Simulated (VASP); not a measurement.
# BeTe (F-43m) in VASP: density of states with PBE

Aim: the density of states of BeTe with PBE.

Everything below comes from runs of VASP 6.6.1. Logs are shortened: lines on timing, memory, paths and dates and some standing lists are left out, and cuts for length are marked.

## (1) The cell of the first run

The structure is cubic, space group F-43m (No. 216). Conventional cell: a = 5.573 Å, b = 5.573 Å, c = 5.573 Å, α = 90.00°, β = 90.00°, γ = 90.00°. Be (site symmetry -43m) has 4 Te at 2.41 Å within 3.2 Å. Te (site symmetry -43m) has 4 Be at 2.41 Å within 3.2 Å.

## (2) Density of states, PBE

The input, POSCAR:

```
BeTe
1.0
    0.0000000000      2.7864190000      2.7864190000
    2.7864190000      0.0000000000      2.7864190000
    2.7864190000      2.7864190000      0.0000000000
Be Te
1 1
Direct
    0.0000000000      0.0000000000      0.0000000000
    0.2500000000      0.2500000000      0.2500000000
```

The input, INCAR.step1:

```
PREC = Accurate
ENCUT = 520
EDIFF = 1E-6
ISMEAR = -1
SIGMA = 0.0117
LREAL = F
LASPH = T
NELM = 120
ALGO = Normal
ISIF = 2
LWAVE = F
LCHARG = T
GGA = PE
NBANDS = 11
GGA_COMPAT = F
NEDOS = 2001
LORBIT = 11
```

The input, KPOINTS.step1:

```
Automatic mesh
0
Gamma
  8 8 8
```

The input, INCAR.step2:

```
PREC = Accurate
ENCUT = 520
EDIFF = 1E-6
ISMEAR = -5
SIGMA = 0.0117
LREAL = F
LASPH = T
NELM = 120
ALGO = Normal
ISIF = 2
LWAVE = F
LCHARG = F
GGA = PE
LORBIT = 11
NEDOS = 1001
ICHARG = 11
GGA_COMPAT = F
```

The input, KPOINTS.step2:

```
Automatic mesh
0
Gamma
  12 12 12
```

Potentials or basis: VASP PAW PBE potentials, release 64 (Be, Te).

Launch:

```
$ cat potpaw_PBE.64/Be/POTCAR potpaw_PBE.64/Te/POTCAR > POTCAR
$ cp INCAR.step1 INCAR
$ cp KPOINTS.step1 KPOINTS
$ mpirun -np 1 vasp_std > vasp.out
$ cp INCAR.step2 INCAR
$ cp KPOINTS.step2 KPOINTS
$ mpirun -np 1 vasp_std > vasp.out
```

OUTCAR:

```text
PREC = Accurate
   ENCUT = 520
   EDIFF = 1E-6
   ISMEAR = -5
   LREAL = F
   LASPH = T
   NELM = 120
   ISIF = 2
   GGA = PE
   LORBIT = 11
   ICHARG = 11

 ion  position               nearest neighbor table
   1  0.000  0.000  0.000-   2 2.41   2 2.41   2 2.41   2 2.41
   2  0.250  0.250  0.250-   1 2.41   1 2.41   1 2.41   1 2.41

  LATTYP: Found a face centered cubic cell.
 ALAT       =     5.5728380000

  Lattice vectors:

 A1 = (   0.0000000000,   2.7864190000,   2.7864190000)
 A2 = (   2.7864190000,   0.0000000000,   2.7864190000)
 A3 = (   2.7864190000,   2.7864190000,   0.0000000000)

Analysis of symmetry for initial positions (statically):
=====================================================================
 Subroutine PRICEL returns:
 Original cell was already a primitive cell.

 Routine SETGRP: Setting up the symmetry group for a
 face centered cubic supercell.

 Subroutine GETGRP returns: Found 24 space group operations
 (whereof 24 operations were pure point group operations)
 out of a pool of 48 trial point group operations.

The static configuration has the point symmetry T_d .

Analysis of symmetry for dynamics (positions and initial velocities):
=====================================================================
 Subroutine PRICEL returns:
 Original cell was already a primitive cell.

 Routine SETGRP: Setting up the symmetry group for a
 face centered cubic supercell.

 Subroutine GETGRP returns: Found 24 space group operations
 (whereof 24 operations were pure point group operations)
 out of a pool of 48 trial point group operations.

The dynamic configuration has the point symmetry T_d .

 Subroutine INISYM returns: Found 24 space group operations
 (whereof 24 operations are pure point group operations),
 and found     1 'primitive' translations

----------------------------------------------------------------------------------------

                                     Primitive cell

  volume of cell :      43.2682

  direct lattice vectors                    reciprocal lattice vectors
     0.000000000  2.786419000  2.786419000    -0.179441785  0.179441785  0.179441785
     2.786419000  0.000000000  2.786419000     0.179441785 -0.179441785  0.179441785
     2.786419000  2.786419000  0.000000000     0.179441785  0.179441785 -0.179441785

[... 88 lines left out ...]
   NSW    =      0    number of steps for IOM
   IBRION =     -1    ionic relax: 0-MD 1-quasi-New 2-CG
   NFREE  =      0    steps in history (QN), initial steepest desc. (CG)
   ISIF   =      2    stress and relaxation
   ISYM   =      2    0-nonsym 1-usesym 2-fastsym
   POTIM  = 0.5000    time-step for ionic-motion
   TEBEG  =    0.0;   TEEND  =   0.0 temperature during run
   PSTRESS=    0.0 pullay stress
   NELECT =       8.0000    total number of electrons
   NUPDOWN=      -1.0000    fix difference up-down
   EMIN   =  10.00;   EMAX   =-10.00  energy-range for DOS
   EFERMI =   0.00;   METHOD = LEGACY
   ISMEAR =    -5;   SIGMA  =   0.01  broadening in eV -4-tet -1-fermi 0-gaus
   EFERMI_NEDOS =   21; number of points for ismear=-14 and -15
   IALGO  =     38    algorithm
   IMIX   =      4    mixing-type and parameters
     AMIX     =   0.40;   BMIX     =  1.00
     AMIX_MAG =   1.60;   BMIX_MAG =  1.00
  volume/ion in A,a.u.               =      21.63       145.99
  Fermi-wavevector in a.u.,A,eV,Ry     =   0.932642  1.762438 11.834640  0.869822
  Thomas-Fermi vector in A             =   2.059261
   LORBIT       =     11    0 simple, 1 ext, 2 COOP (PROOUT), +10 PAW based schemes
   GGA     = PE    functional components
   LHFCALC =     F    Hartree Fock is set to
   AEXX    =    0.0000 exact exchange contribution
   IVDW    =     0    specifies the selected vdW correction
   LEPSILON=     F    determine dielectric tensor
   LRPA    =     F    only Hartree local field effects (RPA)
 non-spin polarized calculation
 Fermi weights with tetrahedron method with Bloechl corrections
  energy-cutoff  :      520.00
  volume of cell :       43.27
 maximum number of plane-waves:      1211
 NGX is ok and might be reduce to    30

 number of electron       7.9999999 magnetization

 Free energy of the ion-electron system (eV)
  ---------------------------------------------------
  ext. energy  EPLUGINS =         0.00000000
  ---------------------------------------------------
  free energy    TOTEN  =        -7.60309640 eV

  energy without entropy =       -7.60309640  energy(sigma->0) =       -7.60309640

 E-fermi :   5.4619     XC(G=0):  -9.1847

 val. band max:        5.4575512277   @ k =   0.0000   0.0000   0.0000
 cond. band min:       7.3509608523   @ k =   0.5000   0.5000   0.0000
 fundamental gap:      1.8934096245
 Fermi energy:         5.4619125216

 k-point     1 :       0.0000    0.0000    0.0000
  band No.  band energies     occupation
      1      -7.0539      2.00000
      2       5.4576      2.00000
      3       5.4576      2.00000
      4       5.4576      2.00000
      5       9.0382      0.00000
      6       9.0382      0.00000
      7       9.0382      0.00000
      8       9.5137      0.00000
[... 243 lines left out ...]
 k-point    24 :      -0.4167    0.1667    0.0000
  band No.  band energies     occupation
      1      -5.4839      2.00000
      2       0.0116      2.00000
      3       2.8683      2.00000
      4       3.9248      2.00000
      5       9.0098      0.00000
      6      10.6380      0.00000
      7      10.9495      0.00000
      8      13.6941      0.00000

 [... further k-points ...]
[... 5 lines left out ...]
  --------------------------------------------------------------------------------------
  -------------------------------------------------------------------------------------
  Total        0.8567832      0.8567832      0.8567832      0.0000000      0.0000000      0.0000000
  in kB       31.7257770     31.7257770     31.7257770      0.0000000      0.0000000      0.0000000
  external PRESSURE =      31.7257770 kB  Pullay stress =       0.0000000 kB

 VOLUME and BASIS-vectors are now :
 -----------------------------------------------------------------------------
  energy-cutoff  :      520.00
  volume of cell :       43.27
      direct lattice vectors                 reciprocal lattice vectors
     0.000000000  2.786419000  2.786419000    -0.179441785  0.179441785  0.179441785
     2.786419000  0.000000000  2.786419000     0.179441785 -0.179441785  0.179441785
     2.786419000  2.786419000  0.000000000     0.179441785  0.179441785 -0.179441785

 POSITION                                       TOTAL-FORCE (eV/Angst)
 -----------------------------------------------------------------------------------
      0.00000      0.00000      0.00000        -0.000000     -0.000000     -0.000000
      1.39321      1.39321      1.39321         0.000000      0.000000      0.000000
 -----------------------------------------------------------------------------------
    total drift:                                0.000000      0.000000      0.000000

  FREE ENERGIE OF THE ION-ELECTRON SYSTEM (eV)
  ---------------------------------------------------
  free  energy   TOTEN  =        -7.6030964042 eV

  energy  without entropy=       -7.6030964042  energy(sigma->0) =       -7.60309640

 total charge

# of ion       s       p       d       tot
------------------------------------------
    1        0.381   0.597   0.000   0.979
    2        1.331   2.157   0.036   3.524
--------------------------------------------------
tot          1.713   2.755   0.036   4.503
```

Wall time 45 s (1 thread of AMD EPYC 7R43 (Zen 3), shared host); peak memory 0.14 GiB.

What came out:

```
Valence electrons inside the program's atomic spheres : Be 0.98; Te 3.52
```

Levels at points of the mesh, in eV from the valence-band top:
```tsv
k point	band 2	band 3	band 4	band 5	band 6	band 7
(0.00, 0.00, 0.00)	0.00	0.00	0.00	3.58	3.58	3.58
(0.50, 0.00, 0.00)	-5.75	-1.19	-1.19	3.16	4.57	4.57
(0.50, 0.50, 0.00)	-5.29	-2.77	-2.77	1.89	2.62	9.91
```

Caveat: spin-orbit coupling is left out, which moves the levels of the heavy elements.
